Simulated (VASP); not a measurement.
A run of VASP 6.6.1 is set up as follows.

Contents of INCAR:

```
SYSTEM = Si
  PREC = Accurate
  ENCUT = 600
  EDIFF = 1E-7
  ISMEAR = -1
  SIGMA = 0.05
  LREAL = .False.
  LASPH = .True.
  NELM = 80
  ALGO = Normal
  ISIF = 3
  LWAVE = .False.
  LCHARG = .False.
  GGA = PE
  IVDW = 13
  IBRION = 2
  NSW = 80
  EDIFFG = -0.005
```

KPOINTS

```
regular mesh
0
Gamma
  8 8 8
  0 0 0
```

Contents of POSCAR:

```
Si
1.0
    0.0000000000      2.7218511865      2.7218511865
    2.7218511865      0.0000000000      2.7218511865
    2.7218511865      2.7218511865      0.0000000000
Si
2
Direct
    0.5000000000      0.5000000000      0.5000000000
    0.7500000000      0.7500000000      0.7500000000
```

Potentials or basis: VASP PAW PBE potentials, release 64 (Si).

Launch:

```console
$ cat potpaw_PBE.64/Si/POTCAR > POTCAR
$ mpirun -np 1 vasp_std > vasp.out
```

(1) Estimate the relaxed volume.

(2) What does it give for the relaxed cell?

## Answers

(1) 19.88 Å³/atom.

(2) a = 3.831 Å, b = 3.831 Å, c = 3.831 Å, α = 60.00°, β = 60.00°, γ = 60.00°.
